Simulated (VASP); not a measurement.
Runs of VASP 6.6.1 on Cs. The structure is that of space group Im-3m (No. 229), or close to it. The cells are those of the table. 

```tsv
task	cell	cutoff (eV)	gap on the mesh (eV)	pressure (GPa)
single point	a = 5.257 Å, angles 109.5°, 1 atom	520	none	-0.1
relaxation of cell and atoms	relaxed from a = 5.254 Å, angles 109.5°, 1 atom	600	none	0.0
single point	a = 5.373 Å, angles 109.5°, 1 atom	520	none	-0.2
single point	a = 5.099 Å, angles 109.5°, 1 atom	520	none	(a)
single point	a = 4.988 Å, angles 109.5°, 1 atom	520	none	0.3
```

Alike in all rows: level PBEsol; potentials or basis VASP PAW PBE potentials, release 64 (Cs_sv); no spin polarisation; k mesh 10 × 10 × 10; smearing gaussian 0.1 eV.

Estimate the missing entries.

(a) 0.1.

Caveats: the PAW data sets were made with another functional, which shifts forces and pressure a little; spin-orbit coupling is left out, which moves the levels of the heavy elements.

A k mesh can miss the band edges, and the runs leave out spin-orbit coupling on Cs.

A gap of «none» marks levels without a gap at the run's occupations.
